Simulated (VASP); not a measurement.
# ZnS (F-43m) in VASP: settings compared

ZnS is run at these levels: PBE, LDA; tasks: dielectric tensor, elastic constants, vibrations by perturbation theory.

Program: VASP 6.6.1. These are calculated values, not measurements. Logs are shortened: lines on timing, memory, paths and dates and some standing lists are left out, and cuts for length are marked.

## (1) The cell of the first run

It takes space group F-43m (No. 216, cubic). The conventional cell has a = 5.404 Å, b = 5.404 Å, c = 5.404 Å, α = 90.00°, β = 90.00°, γ = 90.00°. Zn (site symmetry -43m) has 4 S at 2.34 Å within 3.1 Å. S (site symmetry -43m) has 4 Zn at 2.34 Å within 3.1 Å.

## (2) Dielectric tensor, PBE

INCAR reads:

```
SYSTEM = ZnS
PREC = Accurate
ENCUT = 520
EDIFF = 1E-8
ISMEAR = 0
SIGMA = 0.01
LREAL = .FALSE.
LASPH = .TRUE.
NELM = 60
ALGO = Normal
ISIF = 2
LWAVE = .FALSE.
LCHARG = .FALSE.
GGA = PE
LEPSILON = .TRUE.
```

KPOINTS reads:

```
regular mesh
0
G
  9 9 9
  0 0 0
```

POSCAR reads:

```
ZnS
1.0
    0.0000000000      2.7020000000      2.7020000000
    2.7020000000      0.0000000000      2.7020000000
    2.7020000000      2.7020000000      0.0000000000
Zn S
1 1
Direct
    0.7500000000      0.7500000000      0.7500000000
    0.0000000000      0.0000000000      0.0000000000
```

Potentials or basis: VASP PAW PBE potentials, release 64 (Zn, S).

Run with:

```console
cat potpaw_PBE.64/Zn/POTCAR potpaw_PBE.64/S/POTCAR > POTCAR
mpirun -np 1 vasp_std > vasp.out
```

OUTCAR:

```text
SYSTEM = ZnS
   PREC = Accurate
   ENCUT = 520
   EDIFF = 1E-8
   ISMEAR = 0
   LREAL = .FALSE.
   LASPH = .TRUE.
   NELM = 60
   ISIF = 2
   GGA = PE
   LEPSILON = .TRUE.

 ion  position               nearest neighbor table
   1  0.750  0.750  0.750-   2 2.34   2 2.34   2 2.34   2 2.34
   2  0.000  0.000  0.000-   1 2.34   1 2.34   1 2.34   1 2.34

  LATTYP: Found a face centered cubic cell.
 ALAT       =     5.4040000000

  Lattice vectors:

 A1 = (   0.0000000000,   2.7020000000,   2.7020000000)
 A2 = (   2.7020000000,   0.0000000000,   2.7020000000)
 A3 = (   2.7020000000,   2.7020000000,   0.0000000000)

Analysis of symmetry for initial positions (statically):
=====================================================================
 Subroutine PRICEL returns:
 Original cell was already a primitive cell.

 Routine SETGRP: Setting up the symmetry group for a
 face centered cubic supercell.

 Subroutine GETGRP returns: Found 24 space group operations
 (whereof 24 operations were pure point group operations)
 out of a pool of 48 trial point group operations.

The static configuration has the point symmetry T_d .

Analysis of symmetry for dynamics (positions and initial velocities):
=====================================================================
 Subroutine PRICEL returns:
 Original cell was already a primitive cell.

 Routine SETGRP: Setting up the symmetry group for a
 face centered cubic supercell.

 Subroutine GETGRP returns: Found 24 space group operations
 (whereof 24 operations were pure point group operations)
 out of a pool of 48 trial point group operations.

The dynamic configuration has the point symmetry T_d .

 Subroutine INISYM returns: Found 24 space group operations
 (whereof 24 operations are pure point group operations),
 and found     1 'primitive' translations

----------------------------------------------------------------------------------------

                                     Primitive cell

  volume of cell :      39.4535

  direct lattice vectors                    reciprocal lattice vectors
     0.000000000  2.702000000  2.702000000    -0.185048113  0.185048113  0.185048113
     2.702000000  0.000000000  2.702000000     0.185048113 -0.185048113  0.185048113
     2.702000000  2.702000000  0.000000000     0.185048113  0.185048113 -0.185048113

  length of vectors
     3.821205046  3.821205046  3.821205046     0.320512733  0.320512733  0.320512733

  position of ions in fractional coordinates (direct lattice)
     0.750000000  0.750000000  0.750000000
     0.000000000  0.000000000  0.000000000

  ion indices of the primitive-cell ions
   primitive index   ion index
                 1           1
                 2           2

----------------------------------------------------------------------------------------

 KPOINTS: regular mesh

Automatic generation of k-mesh.
 Grid dimensions read from file:
 generate k-points for:    9    9    9

 Generating k-lattice:

  Cartesian coordinates                     Fractional coordinates (reciprocal lattice)
    -0.020560901  0.020560901  0.020560901     0.111111111  0.000000000  0.000000000
     0.020560901 -0.020560901  0.020560901     0.000000000  0.111111111  0.000000000
     0.020560901  0.020560901 -0.020560901     0.000000000  0.000000000  0.111111111

  Length of vectors
     0.035612526  0.035612526  0.035612526
[... 79 lines left out ...]
   GGA     = PE    functional components
   LHFCALC =     F    Hartree Fock is set to
   AEXX    =    0.0000 exact exchange contribution
   IVDW    =     0    specifies the selected vdW correction
   LEPSILON=     T    determine dielectric tensor
   LRPA    =     F    only Hartree local field effects (RPA)
 non-spin polarized calculation
 Gauss-broadening in eV      SIGMA  =   0.01
  energy-cutoff  :      520.00
  volume of cell :       39.45
 maximum number of plane-waves:      1073
   NGX = 15   NGY = 15   NGZ = 15

--------------------------------------- Ionic step        1  -------------------------------------------

 number of electron      18.0000000 magnetization

 E-fermi :   2.2198     XC(G=0):  -9.6300

 val. band max:        2.1064983697   @ k =   0.0000   0.0000   0.0000
 cond. band min:       4.2212326803   @ k =   0.0000   0.0000   0.0000
 fundamental gap:      2.1147343106
 Fermi energy:         2.2198107851

 k-point     1 :       0.0000    0.0000    0.0000
  band No.  band energies     occupation
      1     -11.0337      2.00000
      2      -4.2319      2.00000
      3      -4.2319      2.00000
      4      -4.2319      2.00000
      5      -3.7336      2.00000
      6      -3.7336      2.00000
      7       2.1065      2.00000
      8       2.1065      2.00000
      9       2.1065      2.00000
     10       4.2212      0.00000
     11       8.5033      0.00000
     12       8.5033      0.00000
     13       8.5033      0.00000
[... 354 lines left out ...]
  band No.  band energies     occupation
      1      -9.8398      2.00000
      2      -4.2616      2.00000
      3      -3.9029      2.00000
      4      -3.9029      2.00000
      5      -3.6605      2.00000
      6      -3.5768      2.00000
      7      -2.2889      2.00000
      8      -0.0563      2.00000
      9      -0.0563      2.00000
     10       5.5746      0.00000
     11       6.2376      0.00000
     12      12.8294      0.00000
     13      13.6518      0.00000

 [... further k-points ...]

  FORCE on cell =-STRESS in cart. coord.  units (eV):
  Direction    XX          YY          ZZ          XY          YZ          ZX
  --------------------------------------------------------------------------------------
  -------------------------------------------------------------------------------------
  Total        0.4321254      0.4321254      0.4321254     -0.0000000     -0.0000000      0.0000000
  in kB       17.5482702     17.5482702     17.5482702     -0.0000000     -0.0000000      0.0000000
  external PRESSURE =      17.5482702 kB  Pullay stress =       0.0000000 kB

 VOLUME and BASIS-vectors are now :
 -----------------------------------------------------------------------------
  energy-cutoff  :      520.00
  volume of cell :       39.45
      direct lattice vectors                 reciprocal lattice vectors
     0.000000000  2.702000000  2.702000000    -0.185048113  0.185048113  0.185048113
     2.702000000  0.000000000  2.702000000     0.185048113 -0.185048113  0.185048113
     2.702000000  2.702000000  0.000000000     0.185048113  0.185048113 -0.185048113

 POSITION                                       TOTAL-FORCE (eV/Angst)
 -----------------------------------------------------------------------------------
      4.05300      4.05300      4.05300        -0.000000     -0.000000     -0.000000
      0.00000      0.00000      0.00000         0.000000      0.000000      0.000000
 -----------------------------------------------------------------------------------
    total drift:                                0.000001      0.000001      0.000001

  FREE ENERGIE OF THE ION-ELECTRON SYSTEM (eV)
  ---------------------------------------------------
  free  energy   TOTEN  =        -6.8472577275 eV

  energy  without entropy=       -6.8472577275  energy(sigma->0) =       -6.84725773

 HEAD OF MICROSCOPIC STATIC DIELECTRIC TENSOR (INDEPENDENT PARTICLE, excluding Hartree and local field effects)
 ------------------------------------------------------
           6.337481    -0.000000     0.000000
           0.000000     6.337481    -0.000000
          -0.000000    -0.000000     6.337481
 ------------------------------------------------------

 Free energy of the ion-electron system (eV)
  ---------------------------------------------------
  ---------------------------------------------------
  free energy    TOTEN  =        -0.58447076 eV

  energy without entropy =       -0.58447076

------------------------ aborting loop because EDIFF is reached ----------------------------------------

--------------------------------------- Ionic step        2  -------------------------------------------

------------------------ aborting loop because EDIFF is reached ----------------------------------------

--------------------------------------- Ionic step        3  -------------------------------------------

 Free energy of the ion-electron system (eV)
  ---------------------------------------------------
  ---------------------------------------------------
  free energy    TOTEN  =        -0.58447073 eV

  energy without entropy =       -0.58447073

------------------------ aborting loop because EDIFF is reached ----------------------------------------

 PIEZOELECTRIC TENSOR FIELD DIRECTION 3  (e Angst)
 -----------------------------------------------------------------------------
    -0.00087 -1.65811  0.00000           ( -0.00000  0.02145  0.00000)
    -1.65811 -0.00087  0.00000           (  0.02145 -0.00000  0.00000)
     0.00000  0.00000  0.00008           (  0.00000  0.00000 -0.00000)

 PIEZOELECTRIC TENSOR FIELD DIRECTION 3  (C/m^2)
 -----------------------------------------------------------------------------
    -0.00035 -0.67334  0.00000
    -0.67334 -0.00035  0.00000
     0.00000  0.00000  0.00003

 MACROSCOPIC STATIC DIELECTRIC TENSOR (including local field effects in DFT)
 ------------------------------------------------------
           5.951715    -0.000000     0.000000
           0.000000     5.951715    -0.000000
          -0.000000    -0.000000     5.951715
 ------------------------------------------------------

 PIEZOELECTRIC TENSOR (including local field effects)  for field in x, y, z        (e  Angst)
          XX          YY          ZZ          XY          YZ          ZX
  --------------------------------------------------------------------------------
  x    -0.00000     0.00000     0.00000     0.00000    -1.67346    -0.00000
  y     0.00000     0.00000    -0.00000     0.00000     0.00000    -1.67346
  z     0.00000     0.00000     0.00000    -1.67346     0.00000     0.00000

 PIEZOELECTRIC TENSOR (including local field effects)  for field in x, y, z        (C/m^2)
          XX          YY          ZZ          XY          YZ          ZX
  --------------------------------------------------------------------------------
  x    -0.00000     0.00000     0.00000     0.00000    -0.67958    -0.00000
  y     0.00000     0.00000    -0.00000     0.00000     0.00000    -0.67958
  z     0.00000     0.00000     0.00000    -0.67958     0.00000     0.00000

 BORN EFFECTIVE CHARGES (including local field effects) (in |e|, cummulative output)
 ---------------------------------------------------------------------------------
 ion    1
    1     2.01007     0.00000     0.00000
    2     0.00000     2.01007     0.00000
    3     0.00000     0.00000     2.01007
 ion    2
    1    -2.01007     0.00000     0.00000
    2     0.00000    -2.01007     0.00000
    3     0.00000     0.00000    -2.01007
```

It took 4.6 min on 1 thread of Intel Xeon Platinum 8259CL at 2.50GHz (Skylake/Cascade Lake), shared host; peak memory 0.3 GiB.

What came out:

```yaml
Band_gap_on_the_k_mesh: 2.11 eV, direct
Electronic_dielectric_tensor_diagonal: 5.95
Born_charges_mean_of_the_diagonal: Zn +2.01; S -2.01 e
```

Levels at points of the mesh, in eV from the valence-band top:
| k point | band 7 | band 8 | band 9 | band 10 | band 11 | band 12 |
| --- | --- | --- | --- | --- | --- | --- |
| (0.00, 0.00, 0.00) | 0.00 | 0.00 | 0.00 | 2.11 | 6.40 | 6.40 |

Electronic dielectric tensor:
```
5.95 0.00 0.00
0.00 5.95 0.00
0.00 0.00 5.95
```

Born effective charge tensors (e):
atom 1, Zn
```
2.01 0.00 0.00
0.00 2.01 0.00
0.00 0.00 2.01
```
atom 2, S
```
-2.01  0.00  0.00
 0.00 -2.01  0.00
 0.00  0.00 -2.01
```

## (3) Elastic constants, PBE

INCAR reads:

```
SYSTEM = ZnS
PREC = Accurate
ENCUT = 600
EDIFF = 1E-8
ISMEAR = 0
SIGMA = 0.01
LREAL = .False.
LASPH = .True.
NELM = 100
ALGO = Normal
ISIF = 3
LWAVE = .False.
LCHARG = .False.
GGA = PE
NBANDS = 16
IBRION = 6
NFREE = 2
POTIM = 0.015
NSW = 1
```

KPOINTS reads:

```
Automatic mesh
0
Gamma
  7 7 7
  0 0 0
```

POSCAR is that of step 2.

Potentials or basis: VASP PAW PBE potentials, release 64 (Zn, S).

Run with:

```console
cat potpaw_PBE.64/Zn/POTCAR potpaw_PBE.64/S/POTCAR > POTCAR
mpirun -np 1 vasp_std > vasp.out
```

It took 8.8 min on 1 thread of Intel Xeon Platinum 8259CL at 2.50GHz (Skylake/Cascade Lake), shared host; peak memory 0.28 GiB.

Results (log left out):

```
Elastic constants C11, C12, C44                         : 102, 62, 47 GPa
Voigt bulk modulus                                      : 75 GPa
Highest phonon frequency at Γ, LO-TO splitting left out : 271 cm⁻¹
```

Phonon frequencies in cm⁻¹ (negative: imaginary):
```
              q point        frequencies
(0.000, 0.000, 0.000)  0 0 0 271 271 271
```

Elastic tensor in Voigt notation (GPa, in the Cartesian axes of the cell as first typed):
```
102  62  62   0   0   0
 62 102  62   0   0   0
 62  62 102   0   0   0
  0   0   0  47   0   0
  0   0   0   0  47   0
  0   0   0   0   0  47
```

Clamped-ion elastic tensor (GPa):
```
102  62  62   0   0   0
 62 102  62   0   0   0
 62  62 102   0   0   0
  0   0   0  70   0   0
  0   0   0   0  70   0
  0   0   0   0   0  70
```

Caveat: the cell is under stress, which shifts elastic constants.

[end of part 1 of 2]
